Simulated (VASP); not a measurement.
## Hg: single point with PBE

Crystal: Hg.

```
CELL_PARAMETERS angstrom
3.41330 0.00000 0.00000
0.00000 5.49913 0.00000
-1.69985 0.00000 3.02413
ATOMIC_POSITIONS crystal
Hg 0.34844 0.75000 0.19577
Hg 0.65156 0.25000 0.80423
```

| Property | Result |
| --- | --- |
| Program | VASP 6.6.1 |
| Task | single point |
| Functional | PBE |
| Potentials or basis | VASP PAW PBE potentials, release 64 (Hg) |
| Cutoff | 520 eV |
| k mesh | 9 × 5 × 9 |
| Occupations | fermi-dirac, width 0.05 eV |
| Spin | no spin polarisation |

```json
{
  "Pressure": "1.0 GPa",
  "Largest force": "0.010 eV/Å",
  "Band gap on the k mesh": "zero (band 12 reaches 1.20 eV, above the bottom of band 13 at 0.68 eV)"
}
```

Forces on the atoms (eV/Å):
```
Hg  -0.001  0.000 -0.010
Hg   0.001  0.000  0.010
```

Stress tensor (GPa, compression positive):
```
 0.82  0.00 -0.01
 0.00  1.22  0.00
-0.01  0.00  1.03
```

Levels at points of the mesh, in eV from the Fermi level:
```csv
k point,band 8,band 9,band 10,band 11,band 12,band 13,band 14,band 15,band 16,band 17
"(0.00, 0.00, 0.00)",-5.94,-5.77,-5.44,-5.29,-1.33,-0.38,10.57,11.59,12.93,13.01
```

It took 56 s on 1 thread of Intel(R) Xeon(R) 6975P-C (Granite Rapids), on a shared host, peak memory 0.25 GiB.

Caveat: spin-orbit coupling is left out, which moves the levels of the heavy elements.
